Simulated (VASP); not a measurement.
Write the native input for VASP 6.6.1 that does the following.

| Property | Result |
| --- | --- |
| Task | single point |
| Functional | LDA |
| Potentials or basis | VASP PAW LDA potentials, release 64 (Ga_d, N) |
| Cutoff | 520 eV |
| k mesh | 8 × 8 × 4 |
| Occupations | gaussian, width 0.01 eV |
| Spin | no spin polarisation |
| Dipole correction | no |
| Further INCAR settings | ALGO = Normal; EDIFF = 1e-06; NBANDS = 26 |

The structure of GaN lies in POSCAR:

```
GaN
1.0
    3.1518145789      0.0000000000      0.0000000000
   -1.5759072894      2.7295514933      0.0000000000
    0.0000000000      0.0000000000      5.1383977941
Ga N
2 2
Direct
    0.3333333333      0.6666666667     -0.0007042243
    0.6666666667      0.3333333333      0.4992957757
    0.3333333333      0.6666666667      0.3757042243
    0.6666666667      0.3333333333      0.8757042243
```

One way to write it, as run:

INCAR

```
  ALGO = Normal
  EDIFF = 1E-6
  ENCUT = 520
  GGA = CA
  ISIF = 2
  ISMEAR = 0
  LASPH = T
  LCHARG = F
  LREAL = F
  LWAVE = F
  NBANDS = 26
  NELM = 60
  PREC = Accurate
  SIGMA = 0.01
```

KPOINTS

```
k-points
0
Gamma
  8 8 4
```

Potentials or basis: VASP PAW LDA potentials, release 64 (Ga_d, N).

Run with:

```bash
$ cat potpaw_LDA.64/Ga_d/POTCAR potpaw_LDA.64/N/POTCAR > POTCAR
$ mpirun -np 1 vasp_std > vasp.out
```

Results of the run:

```
Pressure               : 1.1 GPa
Band gap on the k mesh : 2.15 eV, direct
```

Run time: 27 s on 1 thread of Intel(R) Xeon(R) Platinum 8259CL CPU @ 2.50GHz (Skylake/Cascade Lake) (shared host), peak memory 0.15 GiB.
